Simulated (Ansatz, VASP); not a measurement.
SiO2: VASP beside Ansatz

INCAR

```
SYSTEM = SiO2
PREC     = Accurate       ! precision mode
ENCUT    = 520            ! plane-wave cutoff, eV
EDIFF    = 1E-7           ! SCF threshold, eV
ISMEAR   = 0              ! smearing method
SIGMA    = 0.01           ! smearing width, eV
LREAL    = .FALSE.        ! projectors in reciprocal space
LASPH    = .TRUE.         ! aspherical terms in the spheres
NELM     = 80             ! most SCF steps
ALGO     = Normal         ! electronic algorithm
ISIF     = 2              ! what is computed and relaxed
LWAVE    = .FALSE.        ! write WAVECAR
LCHARG   = .TRUE.         ! write CHGCAR
GGA      = PE             ! functional
LELF     = .TRUE.         ! ELF
LVHAR    = .TRUE.       
NBANDS   = 44             ! bands
```

KPOINTS

```
regular mesh
0
G
  6 6 6
  0 0 0
```

File POSCAR:

```
SiO2
1.0
    0.0000000000      4.7610223186      7.4276994519
    2.3794079006      0.0000000000      7.4276994519
    2.3794079006      4.7610223186      0.0000000000
Si O
4 8
Direct
    0.5631579709      0.5631579709      0.9368420291
    0.3131579709      0.3131579709      0.6868420291
    0.6868420291      0.6868420291      0.3131579709
    0.9368420291      0.9368420291      0.5631579709
    0.6250000000      0.1250000000      0.6250000000
    0.6250000000      0.6250000000      0.1250000000
    0.6250000000      0.6250000000      0.6250000000
    0.1250000000      0.6250000000      0.6250000000
    0.1862164975      0.8137835025      0.1862164975
    0.8137835025      0.1862164975      0.8137835025
    0.4362164975      0.0637835025      0.4362164975
    0.0637835025      0.4362164975      0.0637835025
```

Input for Ansatz:

```yaml
crystal:
  lattice:
    - [0.0, 4.7610223186, 7.4276994519]
    - [2.3794079006, 0.0, 7.4276994519]
    - [2.3794079006, 4.7610223186, 0.0]
  atoms:
    - { symbol: Si, position: [0.5631579709, 0.5631579709, 0.9368420291] }
    - { symbol: Si, position: [0.3131579709, 0.3131579709, 0.6868420291] }
    - { symbol: Si, position: [0.6868420291, 0.6868420291, 0.3131579709] }
    - { symbol: Si, position: [0.9368420291, 0.9368420291, 0.5631579709] }
    - { symbol: O, position: [0.625, 0.125, 0.625] }
    - { symbol: O, position: [0.625, 0.625, 0.125] }
    - { symbol: O, position: [0.625, 0.625, 0.625] }
    - { symbol: O, position: [0.125, 0.625, 0.625] }
    - { symbol: O, position: [0.1862164975, 0.8137835025, 0.1862164975] }
    - { symbol: O, position: [0.8137835025, 0.1862164975, 0.8137835025] }
    - { symbol: O, position: [0.4362164975, 0.0637835025, 0.4362164975] }
    - { symbol: O, position: [0.0637835025, 0.4362164975, 0.0637835025] }
basis:
  ecutwfc: 420
kpoints:
  mp_grid: { grid: [6, 6, 6] }
hamiltonian:
  xc: pbe
scf:
  occupations: { method: gaussian, width: 0.01 }
  n_extra_bands: 48
output:
  eigenvalues: true
  optics: { e_range: [0, 14], sigma: 0.1, nscf_kmesh: { grid: [10, 10, 10] } }
checkpoint:
  read: start.run
  write: ck
  compress: false
  write_wavefunctions: false
  write_every: 100000
```

Alike in both runs: task single point; functional PBE; k mesh 6 × 6 × 6; occupations gaussian, width 0.01 eV; no spin polarisation.

|  | VASP | Ansatz |
| --- | --- | --- |
| version | VASP 6.6.1 | Ansatz 0.2.0 |
| potentials or method | VASP PAW PBE potentials, release 64 (Si, O), cutoff 520 eV | scalar-relativistic, plane waves, PAW |
| valence electrons in the cell | 64 | 64 |

```tsv
	VASP	Ansatz	Ansatz less VASP
gap on the k mesh at the Fermi level (eV)	5.60	5.60	-0.001
least direct gap on the mesh (eV)	5.60	5.60	-0.001
```
